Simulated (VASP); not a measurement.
# BAs (Cmme) in VASP: single point with PBE

Aim: the single point of BAs with PBE.

All numbers are computed with VASP 6.6.1; they aren't measurements. Logs are shortened: lines on timing, memory, paths and dates and some standing lists are left out, and cuts for length are marked.

## Step 1: The cell of the first run

It takes space group Cmme (No. 67, orthorhombic). Conventional cell: a = 5.830 Å, b = 5.830 Å, c = 4.122 Å, α = 90.00°, β = 90.00°, γ = 90.00°. Within 2.4 Å of B (site symmetry 2/m) lie 2 As at 1.79 Å. Within 2.4 Å of As (site symmetry mm2) lie 2 B at 1.79 Å.

## Step 2: Single point, PBE (atoms taken out)

File INCAR:

```
ALGO     = Normal         # electronic algorithm
EDIFF    = 1E-6           # SCF threshold, eV
ENCUT    = 560            # plane-wave cutoff, eV
GGA      = PE             # functional
GGA_COMPAT= False        
ISIF     = 2              # what is computed and relaxed
ISMEAR   = 0              # smearing method
LASPH    = True           # aspherical terms in the spheres
LCHARG   = False          # write CHGCAR
LREAL    = False          # projectors in reciprocal space
LWAVE    = False          # write WAVECAR
NBANDS   = 26             # bands
NELM     = 120            # most SCF steps
PREC     = Accurate       # precision mode
SIGMA    = 0.1            # smearing width, eV
```

File KPOINTS:

```
k-points
0
Gamma
  4 4 4
```

File POSCAR:

```
BAs
1.0
    2.9149169400     -2.9149169400      0.0000000000
    2.9149169400      2.9149169400      0.0000000000
    0.0000000000      0.0000000000      4.1223150700
B As
2 2
Direct
    0.5000000000      0.5000000000      0.0000000000
    0.0000000000      0.0000000000      0.0000000000
    0.7500000000      0.2500000000      0.7500000000
    0.2500000000      0.7500000000      0.2500000000
```

Potentials or basis: VASP PAW PBE potentials, release 64 (B, As_d).

Launch:

```console
> cat potpaw_PBE.64/B/POTCAR potpaw_PBE.64/As_d/POTCAR > POTCAR
> mpirun -np 1 vasp_std > vasp.out
```

OUTCAR:

```text
EDIFF = 1E-6
   ENCUT = 560
   GGA = PE
   ISIF = 2
   ISMEAR = 0
   LASPH = True
   LREAL = False
   NELM = 120
   PREC = Accurate

 ion  position               nearest neighbor table
   1  0.500  0.500  0.000-   3 1.79   4 1.79
   2  0.000  0.000  0.000-   3 1.79   4 1.79
   3  0.750  0.250  0.750-   1 1.79   2 1.79
   4  0.250  0.750  0.250-   1 1.79   2 1.79

  LATTYP: Found a simple cubic cell.
 ALAT       =     4.1223150697

  Lattice vectors:

 A1 = (   2.9149169400,  -2.9149169400,   0.0000000000)
 A2 = (   2.9149169400,   2.9149169400,   0.0000000000)
 A3 = (   0.0000000000,   0.0000000000,   4.1223150700)

Analysis of symmetry for initial positions (statically):
=====================================================================
 Subroutine PRICEL returns:
 Original cell was already a primitive cell.

 Routine SETGRP: Setting up the symmetry group for a
 simple cubic supercell.

 Subroutine GETGRP returns: Found  8 space group operations
 (whereof  4 operations were pure point group operations)
 out of a pool of 48 trial point group operations.

The static configuration has the point symmetry C_2h.
 The point group associated with its full space group is D_2h.

Analysis of symmetry for dynamics (positions and initial velocities):
=====================================================================
 Subroutine PRICEL returns:
 Original cell was already a primitive cell.

 Routine SETGRP: Setting up the symmetry group for a
 simple cubic supercell.

 Subroutine GETGRP returns: Found  8 space group operations
 (whereof  4 operations were pure point group operations)
 out of a pool of 48 trial point group operations.

The dynamic configuration has the point symmetry C_2h.
 The point group associated with its full space group is D_2h.

 Subroutine INISYM returns: Found  8 space group operations
 (whereof  4 operations are pure point group operations),
 and found     1 'primitive' translations

----------------------------------------------------------------------------------------

                                     Primitive cell

  volume of cell :      70.0525

[... 82 lines left out ...]
   ISPIN  =      1    spin polarized calculation?
   LNONCOLLINEAR =      F non collinear calculations
   LSORBIT =      F    spin-orbit coupling
   LASPH  =      T    aspherical Exc in radial PAW
   ENCUT  =  560.0 eV  41.16 Ry    6.42 a.u.   7.95  7.95  7.95*2*pi/ulx,y,z
   NELM   =    120;   NELMIN=  2; NELMDL= -5     # of ELM steps
   EDIFF  = 0.1E-05   stopping-criterion for ELM
   LREAL  =      F    real-space projection
   EDIFFG = 0.1E-04   stopping-criterion for IOM
   NSW    =      0    number of steps for IOM
   IBRION =     -1    ionic relax: 0-MD 1-quasi-New 2-CG
   NFREE  =      0    steps in history (QN), initial steepest desc. (CG)
   ISIF   =      2    stress and relaxation
   ISYM   =      2    0-nonsym 1-usesym 2-fastsym
   POTIM  = 0.5000    time-step for ionic-motion
   TEBEG  =    0.0;   TEEND  =   0.0 temperature during run
   PSTRESS=    0.0 pullay stress
   NELECT =      36.0000    total number of electrons
   NUPDOWN=      -1.0000    fix difference up-down
   EMIN   =  10.00;   EMAX   =-10.00  energy-range for DOS
   EFERMI =   0.00;   METHOD = LEGACY
   ISMEAR =     0;   SIGMA  =   0.10  broadening in eV -4-tet -1-fermi 0-gaus
   EFERMI_NEDOS =   21; number of points for ismear=-14 and -15
   IALGO  =     38    algorithm
   IMIX   =      4    mixing-type and parameters
     AMIX     =   0.40;   BMIX     =  1.00
     AMIX_MAG =   1.60;   BMIX_MAG =  1.00
  volume/ion in A,a.u.               =      17.51       118.18
  Fermi-wavevector in a.u.,A,eV,Ry     =   1.311297  2.477992 23.395224  1.719500
  Thomas-Fermi vector in A             =   2.441768
   LORBIT       =      0    0 simple, 1 ext, 2 COOP (PROOUT), +10 PAW based schemes
   GGA     = PE    functional components
   LHFCALC =     F    Hartree Fock is set to
   AEXX    =    0.0000 exact exchange contribution
   IVDW    =     0    specifies the selected vdW correction
   LEPSILON=     F    determine dielectric tensor
   LRPA    =     F    only Hartree local field effects (RPA)
 non-spin polarized calculation
 Gauss-broadening in eV      SIGMA  =   0.10
  energy-cutoff  :      560.00
  volume of cell :       70.05
 maximum number of plane-waves:      2176
   NGX = 15   NGY = 15   NGZ = 15

 number of electron      35.9999991 magnetization

 Free energy of the ion-electron system (eV)
  ---------------------------------------------------
  ext. energy  EPLUGINS =         0.00000000
  ---------------------------------------------------
  free energy    TOTEN  =       -17.23036083 eV

  energy without entropy =      -17.22143980  energy(sigma->0) =      -17.22590031

 E-fermi :   2.4584     XC(G=0):  -9.8981

 val. band max:        2.4192443332   @ k =   0.0000   0.0000   0.0000
 cond. band min:       2.4833073553   @ k =   0.2500   0.2500   0.2500
 fundamental gap:      0.0640630221
 Fermi energy:         2.4584491917

 k-point     1 :       0.0000    0.0000    0.0000
  band No.  band energies     occupation
      1     -32.8593      2.00000
      2     -32.8555      2.00000
      3     -32.8548      2.00000
      4     -32.8543      2.00000
      5     -32.8159      2.00000
      6     -32.8111      2.00000
[... 598 lines left out ...]
     25      10.9345      0.00000
     26      12.3579      0.00000

------------------------ aborting loop because EDIFF is reached ----------------------------------------

  FORCE on cell =-STRESS in cart. coord.  units (eV):
  Direction    XX          YY          ZZ          XY          YZ          ZX
  --------------------------------------------------------------------------------------
  -------------------------------------------------------------------------------------
  Total        2.5325506     11.4017856      8.5691011      0.0000000     -0.0000000      0.0000000
  in kB       57.9222169    260.7713698    195.9847603      0.0000000     -0.0000000      0.0000000
  external PRESSURE =     171.5594490 kB  Pullay stress =       0.0000000 kB

 VOLUME and BASIS-vectors are now :
 -----------------------------------------------------------------------------
  energy-cutoff  :      560.00
  volume of cell :       70.05
      direct lattice vectors                 reciprocal lattice vectors
     2.914916940 -2.914916940  0.000000000     0.171531474 -0.171531474  0.000000000
     2.914916940  2.914916940  0.000000000     0.171531474  0.171531474  0.000000000
     0.000000000  0.000000000  4.122315070     0.000000000  0.000000000  0.242582137

 POSITION                                       TOTAL-FORCE (eV/Angst)
 -----------------------------------------------------------------------------------
      2.91492      0.00000      0.00000         0.000000      0.000000      0.000000
      0.00000      0.00000      0.00000         0.000000      0.000000      0.000000
      2.91492     -1.45746      3.09174         0.000000     -0.000000     -4.063271
      2.91492      1.45746      1.03058        -0.000000      0.000000      4.063271
 -----------------------------------------------------------------------------------
    total drift:                               -0.000000     -0.000000      0.000000

  FREE ENERGIE OF THE ION-ELECTRON SYSTEM (eV)
  ---------------------------------------------------
  free  energy   TOTEN  =       -17.2303608257 eV

  energy  without entropy=      -17.2214398011  energy(sigma->0) =      -17.22590031
```

OSZICAR:

```text
N       E                     dE             d eps       ncg     rms          rms(c)
DAV:   1     0.285670078629E+03    0.28567E+03   -0.17315E+04  1426   0.637E+03
DAV:   2     0.275667652694E+02   -0.25810E+03   -0.24757E+03  1100   0.964E+02
DAV:   3    -0.158943287976E+02   -0.43461E+02   -0.42555E+02  1266   0.163E+02
DAV:   4    -0.183879275064E+02   -0.24936E+01   -0.24842E+01  1298   0.473E+01
DAV:   5    -0.184442642395E+02   -0.56337E-01   -0.56317E-01  1302   0.820E+00    0.872E+00
DAV:   6    -0.174140666288E+02    0.10302E+01   -0.17795E+00  1542   0.685E+00    0.457E+00
DAV:   7    -0.172493585869E+02    0.16471E+00   -0.48687E-01  1530   0.508E+00    0.187E+00
DAV:   8    -0.172300565706E+02    0.19302E-01   -0.57436E-02  1554   0.187E+00    0.338E-01
DAV:   9    -0.172303126307E+02   -0.25606E-03   -0.36833E-03  1450   0.768E-01    0.857E-02
DAV:  10    -0.172303548985E+02   -0.42268E-04   -0.47109E-04  1322   0.235E-01    0.254E-02
DAV:  11    -0.172303614243E+02   -0.65258E-05   -0.83421E-05  1500   0.153E-01    0.780E-03
DAV:  12    -0.172303608257E+02    0.59866E-06   -0.64459E-06  1472   0.326E-02
   1 F= -.17230361E+02 E0= -.17225900E+02  d E =-.892102E-02
```

Run time: 17 s. Hardware: 1 thread of AMD EPYC 9R45 (Zen 5), shared host; peak memory 0.16 GiB.

What came out:

| Property | Result |
| --- | --- |
| Free energy | -17.2304 eV |
| Pressure | 17.2 GPa |
| Largest force | 4.063 eV/Å |
| Band gap on the k mesh | zero (bands 18 and 19 overlap by 0.99 eV) |

Forces on the atoms (eV/Å):
```
B    0.000  0.000  0.000
B    0.000  0.000  0.000
As   0.000  0.000 -4.063
As   0.000  0.000  4.063
```

Levels at points of the mesh, in eV from the Fermi level:
| k point | band 14 | band 15 | band 16 | band 17 | band 18 | band 19 | band 20 | band 21 | band 22 | band 23 |
| --- | --- | --- | --- | --- | --- | --- | --- | --- | --- | --- |
| (0.00, 0.00, 0.00) | -4.17 | -3.63 | -2.16 | -1.79 | -1.61 | -0.04 | 0.71 | 2.51 | 4.01 | 6.33 |
| (0.50, 0.00, 0.00) | -6.23 | -2.41 | -2.41 | -2.26 | -2.26 | 0.21 | 0.21 | 4.30 | 4.30 | 6.82 |
| (0.00, 0.00, 0.50) | -5.18 | -4.87 | -2.87 | -1.28 | -0.73 | -0.55 | 1.85 | 3.02 | 3.99 | 5.91 |
| (0.50, 0.50, 0.00) | -5.79 | -4.42 | -2.20 | -2.06 | -0.25 | 1.28 | 2.48 | 3.53 | 3.67 | 3.73 |
| (0.00, 0.50, 0.50) | -7.12 | -3.38 | -3.38 | -1.57 | -1.57 | 1.21 | 1.21 | 3.03 | 3.03 | 7.59 |
| (0.50, 0.50, 0.50) | -5.62 | -4.96 | -4.50 | -4.22 | -1.75 | 1.74 | 3.53 | 3.76 | 6.89 | 7.96 |

Caveat: the k points lie up to 0.38 Å⁻¹ apart, too coarse for converged energies and pressures of a metal; the cell differs from its parent crystal (atoms taken out); forces of over 1 eV/Å act on the atoms, so gaps and moduli don't describe the material at rest.

The gap in the log of VASP goes by the Fermi energy; the results here count the filled bands.